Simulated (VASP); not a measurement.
**Au: single point with r2SCAN**

Au:

```xyz
1
Lattice="0.0000 2.1025 2.1025 2.1025 0.0000 2.1025 2.1025 2.1025 0.0000" Properties=species:S:1:pos:R:3 pbc="T T T"
Au    0.0000    0.0000    0.0000
```

This cell differs from its parent crystal: volume scaled by 1.06.

```
Program             : VASP 6.6.1
Task                : single point
Functional          : r2SCAN
Potentials or basis : VASP PAW PBE potentials, release 64 (Au)
Cutoff              : 520 eV
k mesh              : 18 × 18 × 18
Occupations         : gaussian, width 0.1 eV
Spin                : no spin polarisation
```

```
Pressure : -7.4 GPa
```

Levels at points of the mesh, in eV from the Fermi level:
```
           k point  band 3  band 4  band 5  band 6  band 7  band 8  band 9  band 10
(0.00, 0.00, 0.00)   -4.44   -4.44   -3.13   -3.13   15.45   19.00   19.00    19.00
(0.50, 0.00, 0.00)   -4.48   -2.06   -2.06   -0.34    2.76   14.90   17.26    17.26
(0.50, 0.50, 0.00)   -2.12   -1.77   -1.77    1.49    5.36   10.30   10.30    17.14
```

Wall time 110 s on 1 thread of Intel(R) Xeon(R) Platinum 8259CL CPU @ 2.50GHz (Skylake/Cascade Lake), on a shared host, peak memory 0.18 GiB.

Caveat: the PAW data sets were made with another functional, which shifts forces and pressure a little; spin-orbit coupling is left out, which moves the levels of the heavy elements.
